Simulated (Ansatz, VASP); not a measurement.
Zr3Mn in VASP and in Ansatz

```xyz
4
Lattice="4.2921 0.0000 0.0000 0.0000 4.2921 0.0000 0.0000 0.0000 4.2921" Properties=species:S:1:pos:R:3 pbc="T T T"
Zr    0.0000    2.1460    2.1460
Zr    2.1460    0.0000    2.1460
Zr    2.1460    2.1460    0.0000
Mn    0.0000    0.0000    0.0000
```

Alike in both runs: functional PBE; k mesh 10 × 10 × 10; occupations gaussian, width 0.1 eV; no spin polarisation.

Ansatz relaxed the structure, and its values are those at the end. VASP's run is a single point on that final structure, the one shown.

|  | VASP | Ansatz |
| --- | --- | --- |
| version | VASP 6.6.1 | Ansatz 0.2.0 |
| potentials or method | VASP PAW PBE potentials, release 64 (Zr_sv, Mn_pv), cutoff 520 eV | scalar-relativistic, plane waves, PAW |
| valence electrons in the cell | 49 | 51 |

```tsv
	VASP	Ansatz	Ansatz less VASP
gap on the k mesh at the Fermi level (eV)	none	none	-
pressure (GPa)	0.0	0.0	+0.01
```

A gap of «none» marks a metal or a gap that the smearing closes. VASP's potentials hold 49 valence electrons a cell and Ansatz's 51, so a difference there can come from the potentials and not from the codes.
